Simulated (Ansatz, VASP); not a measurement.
SiCl in VASP and in Ansatz

Contents of INCAR:

```
  ALGO = Normal
  EDIFF = 1E-6
  ENCUT = 520
  GGA = PS
  ISIF = 2
  ISMEAR = 1
  LASPH = True
  LCHARG = True
  LELF = True
  LREAL = False
  LVHAR = True
  LWAVE = False
  NBANDS = 32
  NELM = 80
  PREC = Accurate
  SIGMA = 0.2324
```

Contents of KPOINTS:

```
k-points
0
Gamma
  7 7 7
```

File POSCAR:

```
SiCl
1.0
   -3.2954180000      3.2954180000      4.3932570000
    3.2954180000     -3.2954180000      4.3932570000
    3.2954180000      3.2954180000     -4.3932570000
Si Cl
4 4
Direct
    0.0000000000      0.0000000000      0.0000000000
    0.0000000000      0.5000000000      0.0000000000
    0.5000000000      0.0000000000      0.5000000000
    0.0000000000      0.0000000000      0.5000000000
    0.4300000000      0.1800000000      0.2500000000
    0.1800000000      0.4300000000      0.7500000000
    0.5700000000      0.8200000000      0.7500000000
    0.8200000000      0.5700000000      0.2500000000
```

Input for Ansatz:

```yaml
crystal:
  lattice:
    - [-3.295418, 3.295418, 4.393257]
    - [3.295418, -3.295418, 4.393257]
    - [3.295418, 3.295418, -4.393257]
  atoms:
    - { symbol: Si, position: [0.0, 0.0, 0.0] }
    - { symbol: Si, position: [0.0, 0.5, 0.0] }
    - { symbol: Si, position: [0.5, 0.0, 0.5] }
    - { symbol: Si, position: [0.0, 0.0, 0.5] }
    - { symbol: Cl, position: [0.43, 0.18, 0.25] }
    - { symbol: Cl, position: [0.18, 0.43, 0.75] }
    - { symbol: Cl, position: [0.57, 0.82, 0.75] }
    - { symbol: Cl, position: [0.82, 0.57, 0.25] }
  symmetry: { tolerance: 0.0003 }
kpoints:
  mp_grid: { grid: [7, 7, 7], shift: [0, 0, 0] }
  band_path:
    path:
      - [0.0, 0.0, 0.0]
      - [0.0, 0.0, 0.5]
      - [0.25, 0.25, 0.25]
      - [0.0, 0.5, 0.0]
      - [0.0, 0.0, 0.0]
      - [0.5, 0.5, -0.5]
      - [0.39066557, 0.60933443, -0.39066557]
      - [-0.39066557, 0.39066557, 0.39066557]
      - [0.0, 0.0, 0.0]
      - [0.0, 0.0, 0.5]
      - [-0.28133114, 0.28133114, 0.5]
    npoints: 6
magnetization:
  spin_polarized: false
scf:
  occupations: { method: cold, width: 0.2324 }
  lower_state_search: "off"
  max_iter: 200
hamiltonian:
  pseudopotentials: { kind: paw }
  xc: pbesol
basis:
  ecutwfc: 420
  fft_grid_basis: typed
output:
  forces: true
  stress: true
  eigenvalues: true
  bader: true
  populations: true
  elf: true
  write_potential: true
  volumetric_format: npy
  dos:
    e_range: [-12, 8]
    de: 0.05
    projected: { site_lists: { Cl: [Cl], Si: [Si] } }
checkpoint:
  read: saved_state
```

Alike in both runs: task single point; functional PBEsol; k mesh 7 × 7 × 7; no spin polarisation.

```csv
,VASP,Ansatz
version,VASP 6.6.1,Ansatz 0.2.0
potentials or method,"VASP PAW PBE potentials, release 64 (Si, Cl), cutoff 520 eV",PAW plane waves
occupations,"methfessel-paxton of order 1, width 0.2324 eV","cold, width 0.2324 eV"
valence electrons in the cell,44,44
```

|  | VASP | Ansatz | Ansatz less VASP |
| --- | --- | --- | --- |
| pressure (GPa) | -0.3 | -0.3 | -0.02 |
| traceless stress, the component that is largest in VASP (GPa) | -4.71 | -4.70 | +0.008 |
| rms of the force components (eV/Å) | 0.356 | 0.350 | -0.0059 |

VASP's potentials were made for PBE, not for PBEsol. Atom by atom the forces differ by 0.006 eV/Å (rms over components).
